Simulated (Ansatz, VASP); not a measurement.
**Two plane-wave programs on TiAl**

INCAR

```
PREC = Accurate
ENCUT = 520
EDIFF = 1E-7
ISMEAR = 0
SIGMA = 0.15
LREAL = False
LASPH = True
NELM = 60
ALGO = Fast
ISIF = 2
LWAVE = False
LCHARG = False
GGA = PS
NBANDS = 14
```

File KPOINTS:

```
Automatic mesh
0
Gamma
  22 22 22
```

Contents of POSCAR:

```
TiAl
1.0
    3.1997188221      0.0000000000      0.0000000000
    0.0000000000      3.1997188221      0.0000000000
    0.0000000000      0.0000000000      3.0717300692
Ti Al
1 1
Direct
    0.0000000000      0.0000000000      0.0000000000
    0.5000000000      0.5000000000      0.5000000000
```

Input for Ansatz:

```yaml
crystal:
  lattice:
    - [3.1997188221, 0.0, 0.0]
    - [0.0, 3.1997188221, 0.0]
    - [0.0, 0.0, 3.0717300692]
  atoms:
    - { symbol: Ti, position: [0.0, 0.0, 0.0] }
    - { symbol: Al, position: [0.5, 0.5, 0.5] }
basis:
  ecutwfc: 420
kpoints:
  mp_grid: { grid: [22, 22, 22] }
hamiltonian:
  xc: pbesol
scf:
  occupations: { method: gaussian, width: 0.15 }
output:
  forces: true
  stress: true
  eigenvalues: true
  write_density: true
  write_potential: true
  elf: true
  volumetric_format: npy
```

Alike in both runs: task single point; functional PBEsol; k mesh 22 × 22 × 22; occupations gaussian, width 0.15 eV; no spin polarisation.

|  | VASP | Ansatz |
| --- | --- | --- |
| version | VASP 6.6.1 | Ansatz 0.2.0 |
| potentials or method | VASP PAW PBE potentials, release 64 (Ti_sv, Al), cutoff 520 eV | scalar-relativistic, plane waves, PAW |
| valence electrons in the cell | 15 | 15 |

|  | VASP | Ansatz | Ansatz less VASP |
| --- | --- | --- | --- |
| gap on the k mesh at the Fermi level (eV) | none | none | - |
| pressure (GPa) | 0.1 | 0.1 | -0.05 |
| traceless stress, the component that is largest in VASP (GPa) | -0.88 | -0.88 | 0.000 |

VASP's potentials were made for PBE, not for PBEsol. A gap of «none» marks a metal or a gap that the smearing closes. The functional is the same, so the differences come from potentials, cutoffs and numerics.
